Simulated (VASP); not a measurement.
# Si3N4 (I-43d) in VASP: single point with PBE

Aim: the single point of Si3N4 with PBE.

Program: VASP 6.6.1. These are calculated values, not measurements. Logs are shortened: lines on timing, memory, paths and dates and some standing lists are left out, and cuts for length are marked.

## Step 1: The cell of the first run

It takes space group I-43d (No. 220, cubic). Conventional cell: a = 6.475 Å, b = 6.475 Å, c = 6.475 Å, α = 90.00°, β = 90.00°, γ = 90.00°. Si (site symmetry -4) has 4 N at 1.75 Å within 2.3 Å. N (site symmetry 3) has 3 Si at 1.75 Å within 2.3 Å.

## Step 2: Single point, PBE

INCAR reads:

```
PREC = Accurate
ENCUT = 520
EDIFF = 1E-6
ISMEAR = 0
SIGMA = 0.05
LREAL = False
LASPH = True
NELM = 80
ALGO = Normal
ISIF = 2
LWAVE = False
LCHARG = False
GGA = PE
NBANDS = 45
```

KPOINTS reads:

```
regular mesh
0
Gamma
  10 10 10
```

POSCAR reads:

```
Si3N4
1.0
   -3.2373500000      3.2373500000      3.2373500000
    3.2373500000     -3.2373500000      3.2373500000
    3.2373500000      3.2373500000     -3.2373500000
Si N
6 8
Direct
    0.2500000000      0.1250000000      0.8750000000
    0.8750000000      0.2500000000      0.1250000000
    0.7500000000      0.3750000000      0.6250000000
    0.6250000000      0.7500000000      0.3750000000
    0.1250000000      0.8750000000      0.2500000000
    0.3750000000      0.6250000000      0.7500000000
    0.5628000000      0.5628000000      0.5628000000
    0.4372000000      0.5000000000      0.0000000000
    0.5000000000      0.0000000000      0.9372000000
    0.0000000000      0.4372000000      0.5000000000
    0.9372000000      0.5000000000      0.0000000000
    0.0628000000      0.0628000000      0.0628000000
    0.0000000000      0.9372000000      0.5000000000
    0.5000000000      0.0000000000      0.4372000000
```

Potentials or basis: VASP PAW PBE potentials, release 64 (Si, N).

Run with:

```
cat potpaw_PBE.64/Si/POTCAR potpaw_PBE.64/N/POTCAR > POTCAR
mpirun -np 1 vasp_std > vasp.out
```

OUTCAR:

```text
PREC = Accurate
   ENCUT = 520
   EDIFF = 1E-6
   ISMEAR = 0
   LREAL = False
   LASPH = True
   NELM = 80
   ISIF = 2
   GGA = PE

 ion  position               nearest neighbor table
   1  0.250  0.125  0.875-  12 1.75   9 1.75   8 1.75  13 1.75   4 3.03   6 3.03   2 3.03   5 3.03
                             6 3.03   4 3.03   2 3.03   5 3.03
   2  0.875  0.250  0.125-  10 1.75  11 1.75  12 1.75   9 1.75   5 3.03   6 3.03   1 3.03   6 3.03
                             3 3.03   1 3.03   3 3.03   5 3.03
   3  0.750  0.375  0.625-   7 1.75  10 1.75  11 1.75  14 1.75   6 3.03   5 3.03   4 3.03   5 3.03
                             2 3.03   2 3.03   4 3.03   6 3.03
   4  0.625  0.750  0.375-   7 1.75   8 1.75  13 1.75  14 1.75   3 3.03   5 3.03   1 3.03   6 3.03
                             1 3.03   5 3.03   6 3.03   3 3.03
   5  0.125  0.875  0.250-  11 1.75  12 1.75  13 1.75  14 1.75   1 3.03   4 3.03   3 3.03   2 3.03
                             3 3.03   4 3.03   1 3.03   2 3.03
   6  0.375  0.625  0.750-  10 1.75   8 1.75   9 1.75   7 1.75   4 3.03   1 3.03   2 3.03   1 3.03
                             3 3.03   2 3.03   4 3.03   3 3.03
   7  0.563  0.563  0.563-   4 1.75   3 1.75   6 1.75
   8  0.437  0.500  0.000-   1 1.75   4 1.75   6 1.75
   9  0.500  0.000  0.937-   1 1.75   6 1.75   2 1.75
  10  0.000  0.437  0.500-   6 1.75   3 1.75   2 1.75
  11  0.937  0.500  0.000-   5 1.75   3 1.75   2 1.75
  12  0.063  0.063  0.063-   1 1.75   2 1.75   5 1.75
  13  0.000  0.937  0.500-   1 1.75   4 1.75   5 1.75
  14  0.500  0.000  0.437-   4 1.75   5 1.75   3 1.75

  LATTYP: Found a body centered cubic cell.
 ALAT       =     6.4747000000

  Lattice vectors:

 A1 = (  -3.2373500000,   3.2373500000,   3.2373500000)
 A2 = (   3.2373500000,  -3.2373500000,   3.2373500000)
 A3 = (   3.2373500000,   3.2373500000,  -3.2373500000)

Analysis of symmetry for initial positions (statically):
=====================================================================
 Subroutine PRICEL returns:
 Original cell was already a primitive cell.

 Routine SETGRP: Setting up the symmetry group for a
 body centered cubic supercell.

 Subroutine GETGRP returns: Found 24 space group operations
 (whereof  3 operations were pure point group operations)
 out of a pool of 48 trial point group operations.

The static configuration has the point symmetry C_3 .
 The point group associated with its full space group is T_d .

Analysis of symmetry for dynamics (positions and initial velocities):
=====================================================================
 Subroutine PRICEL returns:
 Original cell was already a primitive cell.

 Routine SETGRP: Setting up the symmetry group for a
 body centered cubic supercell.

 Subroutine GETGRP returns: Found 24 space group operations
 (whereof  3 operations were pure point group operations)
 out of a pool of 48 trial point group operations.

The dynamic configuration has the point symmetry C_3 .
 The point group associated with its full space group is T_d .

 Subroutine INISYM returns: Found 24 space group operations
 (whereof  3 operations are pure point group operations),
 and found     1 'primitive' translations

----------------------------------------------------------------------------------------

                                     Primitive cell

  volume of cell :     135.7153

  direct lattice vectors                    reciprocal lattice vectors
    -3.237350000  3.237350000  3.237350000     0.000000000  0.154447310  0.154447310
     3.237350000 -3.237350000  3.237350000     0.154447310  0.000000000  0.154447310
     3.237350000  3.237350000 -3.237350000     0.154447310  0.154447310  0.000000000

  length of vectors
     5.607254682  5.607254682  5.607254682     0.218421481  0.218421481  0.218421481

  position of ions in fractional coordinates (direct lattice)
     0.250000000  0.125000000  0.875000000
     0.875000000  0.250000000  0.125000000
     0.750000000  0.375000000  0.625000000
     0.625000000  0.750000000  0.375000000
     0.125000000  0.875000000  0.250000000
     0.375000000  0.625000000  0.750000000
     0.562800000  0.562800000  0.562800000
     0.437200000  0.500000000  0.000000000
     0.500000000  0.000000000  0.937200000
     0.000000000  0.437200000  0.500000000
     0.937200000  0.500000000  0.000000000
     0.062800000  0.062800000  0.062800000
     0.000000000  0.937200000  0.500000000
[... 34 lines left out ...]
  Length of vectors
     0.021842148  0.021842148  0.021842148

  Shift w.r.t. Gamma in fractional coordinates (k-lattice)
     0.000000000  0.000000000  0.000000000

 Subroutine IBZKPT returns following result:
 ===========================================

 Found     47 irreducible k-points:

 Following reciprocal coordinates:
            Coordinates               Weight
  0.000000  0.000000  0.000000      1.000000
  0.100000  0.000000  0.000000     12.000000
  0.200000  0.000000  0.000000     12.000000
  0.300000  0.000000  0.000000     12.000000
  0.400000  0.000000  0.000000     12.000000
  0.500000  0.000000  0.000000      6.000000
[... 16 lines left out ...]
  0.300000  0.300000  0.100000      8.000000
 -0.300000  0.300000  0.100000     24.000000
 [... further k-points ...]
   k-points           NKPTS =     47   k-points in BZ     NKDIM =     47   number of bands    NBANDS=     45
   number of dos      NEDOS =    301   number of ions     NIONS =     14
   total plane-waves  NPLWV =  74088
   dimension x,y,z NGX =    42 NGY =   42 NGZ =   42
   dimension x,y,z NGXF=    84 NGYF=   84 NGZF=   84
   ions per type =               6   8
   NGX,Y,Z   is equivalent  to a cutoff of  12.45, 12.45, 12.45 a.u.
   NGXF,Y,Z  is equivalent  to a cutoff of  24.90, 24.90, 24.90 a.u.
 SYSTEM =  unknown system
   PREC   = accura    normal or accurate (medium, high low for compatibility)
   ISTART =      0    job   : 0-new  1-cont  2-samecut
   ICHARG =      2    charge: 1-file 2-atom 10-const
   ISPIN  =      1    spin polarized calculation?
   LNONCOLLINEAR =      F non collinear calculations
   LSORBIT =      F    spin-orbit coupling
   LASPH  =      T    aspherical Exc in radial PAW
   ENCUT  =  520.0 eV  38.22 Ry    6.18 a.u.  10.43 10.43 10.43*2*pi/ulx,y,z
   NELM   =     80;   NELMIN=  2; NELMDL= -5     # of ELM steps
   EDIFF  = 0.1E-05   stopping-criterion for ELM
   LREAL  =      F    real-space projection
   EDIFFG = 0.1E-04   stopping-criterion for IOM
   NSW    =      0    number of steps for IOM
   IBRION =     -1    ionic relax: 0-MD 1-quasi-New 2-CG
   NFREE  =      0    steps in history (QN), initial steepest desc. (CG)
   ISIF   =      2    stress and relaxation
   ISYM   =      2    0-nonsym 1-usesym 2-fastsym
   POTIM  = 0.5000    time-step for ionic-motion
   TEBEG  =    0.0;   TEEND  =   0.0 temperature during run
   PSTRESS=    0.0 pullay stress
   NELECT =      64.0000    total number of electrons
   NUPDOWN=      -1.0000    fix difference up-down
   EMIN   =  10.00;   EMAX   =-10.00  energy-range for DOS
   EFERMI =   0.00;   METHOD = LEGACY
   ISMEAR =     0;   SIGMA  =   0.05  broadening in eV -4-tet -1-fermi 0-gaus
   EFERMI_NEDOS =   21; number of points for ismear=-14 and -15
   IALGO  =     38    algorithm
   IMIX   =      4    mixing-type and parameters
     AMIX     =   0.40;   BMIX     =  1.00
     AMIX_MAG =   1.60;   BMIX_MAG =  1.00
  volume/ion in A,a.u.               =       9.69        65.42
  Fermi-wavevector in a.u.,A,eV,Ry     =   1.274261  2.408005 22.092350  1.623742
  Thomas-Fermi vector in A             =   2.407039
   LORBIT       =      0    0 simple, 1 ext, 2 COOP (PROOUT), +10 PAW based schemes
   GGA     = PE    functional components
   LHFCALC =     F    Hartree Fock is set to
   AEXX    =    0.0000 exact exchange contribution
   IVDW    =     0    specifies the selected vdW correction
   LEPSILON=     F    determine dielectric tensor
   LRPA    =     F    only Hartree local field effects (RPA)
 non-spin polarized calculation
 Gauss-broadening in eV      SIGMA  =   0.05
  energy-cutoff  :      520.00
  volume of cell :      135.72
 maximum number of plane-waves:      3673
 NGX is ok and might be reduce to    42
   NGX = 21   NGY = 21   NGZ = 21

 number of electron      64.0000001 magnetization

 Free energy of the ion-electron system (eV)
  ---------------------------------------------------
  ext. energy  EPLUGINS =         0.00000000
  ---------------------------------------------------
  free energy    TOTEN  =      -113.14661238 eV

  energy without entropy =     -113.14661238  energy(sigma->0) =     -113.14661238

 E-fermi :   8.0062     XC(G=0): -11.3778

 val. band max:        7.7010450899   @ k =   0.3000   0.3000   0.0000
 cond. band min:      11.7982014263   @ k =  -0.2000   0.2000   0.1000
 fundamental gap:      4.0971563364
 Fermi energy:         8.0062259085

 k-point     1 :       0.0000    0.0000    0.0000
  band No.  band energies     occupation
      1     -10.4787      2.00000
      2      -7.6052      2.00000
      3      -7.6052      2.00000
      4      -7.6052      2.00000
      5      -7.0915      2.00000
      6      -7.0915      2.00000
[... 1117 lines left out ...]
     43      15.8467      0.00000
     44      16.2019      0.00000

 [... further k-points ...]

 [bands above 44 left out]

------------------------ aborting loop because EDIFF is reached ----------------------------------------

  FORCE on cell =-STRESS in cart. coord.  units (eV):
  Direction    XX          YY          ZZ          XY          YZ          ZX
  --------------------------------------------------------------------------------------
  -------------------------------------------------------------------------------------
  Total        1.3967933      1.3967933      1.3967933      0.0000000      0.0000000      0.0000000
  in kB       16.4897391     16.4897391     16.4897391      0.0000000      0.0000000      0.0000000
  external PRESSURE =      16.4897391 kB  Pullay stress =       0.0000000 kB

 VOLUME and BASIS-vectors are now :
 -----------------------------------------------------------------------------
  energy-cutoff  :      520.00
  volume of cell :      135.72
      direct lattice vectors                 reciprocal lattice vectors
    -3.237350000  3.237350000  3.237350000     0.000000000  0.154447310  0.154447310
     3.237350000 -3.237350000  3.237350000     0.154447310  0.000000000  0.154447310
     3.237350000  3.237350000 -3.237350000     0.154447310  0.154447310  0.000000000

 POSITION                                       TOTAL-FORCE (eV/Angst)
 -----------------------------------------------------------------------------------
      2.42801      3.23735     -1.61868        -0.000000     -0.000000     -0.000000
     -1.61868      2.42801      3.23735        -0.000000     -0.000000     -0.000000
      0.80934      3.23735      1.61868        -0.000000     -0.000000     -0.000000
      1.61868      0.80934      3.23735        -0.000000     -0.000000     -0.000000
      3.23735     -1.61868      2.42801        -0.000000     -0.000000     -0.000000
      3.23735      1.61868      0.80934        -0.000000     -0.000000     -0.000000
      1.82198      1.82198      1.82198        -0.009023     -0.009023     -0.009023
      0.20331     -0.20331      3.03404        -0.009023      0.009023      0.009023
      1.41537      4.65272     -1.41537         0.009023      0.009023     -0.009023
      3.03404      0.20331     -0.20331         0.009023     -0.009023      0.009023
     -1.41537      1.41537      4.65272        -0.009023      0.009023      0.009023
      0.20331      0.20331      0.20331        -0.009023     -0.009023     -0.009023
      4.65272     -1.41537      1.41537         0.009023     -0.009023      0.009023
     -0.20331      3.03404      0.20331         0.009023      0.009023     -0.009023
 -----------------------------------------------------------------------------------
    total drift:                                0.000001      0.000001      0.000001

  FREE ENERGIE OF THE ION-ELECTRON SYSTEM (eV)
  ---------------------------------------------------
  free  energy   TOTEN  =      -113.1466123768 eV

  energy  without entropy=     -113.1466123768  energy(sigma->0) =     -113.14661238
```

Run time: 4.1 min. Hardware: 1 thread of Oxide Virtual Turin-like, shared host; peak memory 0.34 GiB.

Results:

| Item | Value |
| --- | --- |
| Free energy | -113.1466 eV |
| Pressure | 1.6 GPa |
| Largest force | 0.016 eV/Å |
| Band gap on the k mesh | 4.10 eV, indirect (least direct gap 4.24 eV) |

Forces in eV/Å, atoms in the order of the input:
```
Si   0.000  0.000  0.000
Si   0.000  0.000  0.000
Si   0.000  0.000  0.000
Si   0.000  0.000  0.000
Si   0.000  0.000  0.000
Si   0.000  0.000  0.000
N   -0.009 -0.009 -0.009
N   -0.009  0.009  0.009
N    0.009  0.009 -0.009
N    0.009 -0.009  0.009
N   -0.009  0.009  0.009
N   -0.009 -0.009 -0.009
N    0.009 -0.009  0.009
N    0.009  0.009 -0.009
```

Levels at points of the mesh, in eV from the valence-band top:
```csv
k point,band 29,band 30,band 31,band 32,band 33,band 34,band 35,band 36
"(0.00, 0.00, 0.00)",-0.16,-0.16,-0.16,-0.06,4.63,4.63,4.67,4.67
"(0.50, 0.00, 0.00)",-1.27,-1.27,-0.01,-0.01,4.97,4.97,5.94,5.94
"(0.50, 0.50, 0.50)",-1.91,-1.91,-1.20,-1.20,5.41,5.41,5.41,5.41
```
